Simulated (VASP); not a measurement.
Set up this calculation in VASP 6.6.1, as the native input.

```
Task                   : single point
Functional             : PBE
Potentials or basis    : VASP PAW PBE potentials, release 64 (Ga_d, As)
Cutoff                 : 520 eV
k mesh                 : 10 × 10 × 10
Occupations            : fermi-dirac, width 0.02 eV
Spin                   : no spin polarisation
Dipole correction      : no
Further INCAR settings : ALGO = Normal; EDIFF = 1e-07; NBANDS = 16
```

The structure of GaAs (zincblende type) lies in POSCAR:

```
GaAs
1.0
    0.0000000000      2.8723074171      2.8723074171
    2.8723074171      0.0000000000      2.8723074171
    2.8723074171      2.8723074171      0.0000000000
Ga As
1 1
Direct
    0.0000000000      0.0000000000      0.0000000000
    0.2500000000      0.2500000000      0.2500000000
```

The input as run:

INCAR

```
SYSTEM = GaAs
  PREC = Accurate
  ENCUT = 520
  EDIFF = 1E-7
  ISMEAR = -1
  SIGMA = 0.02
  LREAL = .FALSE.
  LASPH = .TRUE.
  NELM = 60
  ALGO = Normal
  ISIF = 2
  LWAVE = .FALSE.
  LCHARG = .TRUE.
  GGA = PE
  LELF = .TRUE.
  LVHAR = .TRUE.
  NBANDS = 16
```

KPOINTS

```
Automatic mesh
0
G
  10 10 10
  0 0 0
```

Potentials or basis: VASP PAW PBE potentials, release 64 (Ga_d, As).

The run is started by

```sh
$ cat potpaw_PBE.64/Ga_d/POTCAR potpaw_PBE.64/As/POTCAR > POTCAR
$ mpirun -np 1 vasp_std > vasp.out
```

Results of the run:

The pressure is 0.2 GPa. The band gap on the k mesh is 0.17 eV.

Run time: 16 s on 1 thread of Intel(R) Xeon(R) 6975P-C (Granite Rapids), with other jobs on the host, peak memory 0.19 GiB.
